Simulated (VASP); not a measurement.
Crystal: Mo2C.

```
CELL_PARAMETERS angstrom
4.73500 0.00000 0.00000
0.00000 6.02500 0.00000
0.00000 0.00000 5.21000
ATOMIC_POSITIONS crystal
Mo 0.24500 0.12500 0.08300
Mo 0.25500 0.37500 0.58300
Mo 0.74500 0.37500 0.91700
Mo 0.75500 0.12500 0.41700
Mo 0.75500 0.87500 0.91700
Mo 0.74500 0.62500 0.41700
Mo 0.25500 0.62500 0.08300
Mo 0.24500 0.87500 0.58300
C 0.00000 0.37500 0.25000
C 0.50000 0.12500 0.75000
C 0.00000 0.62500 0.75000
C 0.50000 0.87500 0.25000
```

- Program: VASP 6.6.1
- Task: relaxation of the atoms
- Functional: LDA
- Potentials or basis: VASP PAW LDA potentials, release 64 (Mo_sv, C)
- Cutoff: 520 eV
- k mesh: 5 × 4 × 5
- Occupations: methfessel-paxton, width 0.05 eV
- Spin: no spin polarisation

At the start: pressure -8.6 GPa; volume 12.39 Å³/atom.

**Question.** How do energy, volume and symmetry change on relaxing?

**Answer.** Over 7 steps the energy falls by 4.9 meV/atom at a fixed cell; space group Pbcn (No. 60, to 0.1 Å) before and after.

The path:
```csv
step,energy change (eV),largest force (eV/Å),pressure (GPa)
1,0.0000,0.5960,-8.59
2,-0.0322,0.4070,-8.01
3,-0.0532,0.1335,-8.37
4,-0.0580,0.0558,-8.41
5,-0.0590,0.0234,-8.43
6,-0.0590,0.0251,-8.43
7,-0.0592,0.0164,-8.44
```

Final structure:
```
Mo C
1.0
     4.73500    0.00000    0.00000
     0.00000    6.02500    0.00000
     0.00000    0.00000    5.21000
Mo C
8 4
Direct
  0.24657 0.12242 0.07973
  0.25343 0.37758 0.57973
  0.74657 0.37758 0.92027
  0.75343 0.12242 0.42027
  0.75343 0.87758 0.92027
  0.74657 0.62242 0.42027
  0.25343 0.62242 0.07973
  0.24657 0.87758 0.57973
  0.00000 0.37687 0.25000
  0.50000 0.12313 0.75000
  0.00000 0.62313 0.75000
  0.50000 0.87687 0.25000
```
